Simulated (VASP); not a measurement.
Write the native input for VASP 6.6.1 that does the following.

```yaml
Task: single point
Functional: PBE
Potentials_or_basis: VASP PAW PBE potentials, release 64 (Sn_d, O)
Cutoff: 600 eV
k_mesh: 6 × 6 × 4
Occupations: gaussian, width 0.2 eV
Spin: no spin polarisation
Dipole_correction: no
Further_INCAR_settings: ALGO = Normal; EDIFF = 1e-06; NBANDS = 24
```

The structure of SnO3 lies in POSCAR:

```
SnO3
1.0
    4.8220680235     -0.0000000034      0.0000000000
   -2.4110340088      4.1760334088      0.0000000000
    0.0000000000      0.0000000000      3.0406945597
Sn O
1 3
Direct
    0.6666666700      0.3333333300      1.0203402094
    0.8410886062      0.1589113938      0.5203387569
    0.8410886062      0.6821772024      0.5203387569
    0.3178227976      0.1589113938      0.5203387569
```

The cell was generated, and may not be a known phase.

The input as run:

INCAR

```
  ALGO = Normal
  EDIFF = 1E-6
  ENCUT = 600
  GGA = PE
  GGA_COMPAT = False
  ISIF = 2
  ISMEAR = 0
  LASPH = True
  LCHARG = False
  LREAL = False
  LWAVE = False
  NBANDS = 24
  NELM = 120
  PREC = Accurate
  SIGMA = 0.2
```

KPOINTS

```
k-points
0
Gamma
  6 6 4
```

Potentials or basis: VASP PAW PBE potentials, release 64 (Sn_d, O).

Launch:

```sh
$ cat potpaw_PBE.64/Sn_d/POTCAR potpaw_PBE.64/O/POTCAR > POTCAR
$ mpirun -np 1 vasp_std > vasp.out
```

It gave:

```yaml
Pressure: 0.8 GPa
Largest_force: 0.063 eV/Å
Band_gap_on_the_k_mesh: zero (bands 16 and 17 overlap by 1.34 eV)
```

Caveat: the k points lie up to 0.52 Å⁻¹ apart, too coarse for converged energies and pressures of a metal; spin-orbit coupling is left out, which moves the levels of the heavy elements.

Wall time 34 s on 1 thread of Intel(R) Xeon(R) Platinum 8375C CPU @ 2.90GHz (Ice Lake), on a shared host, peak memory 0.19 GiB.
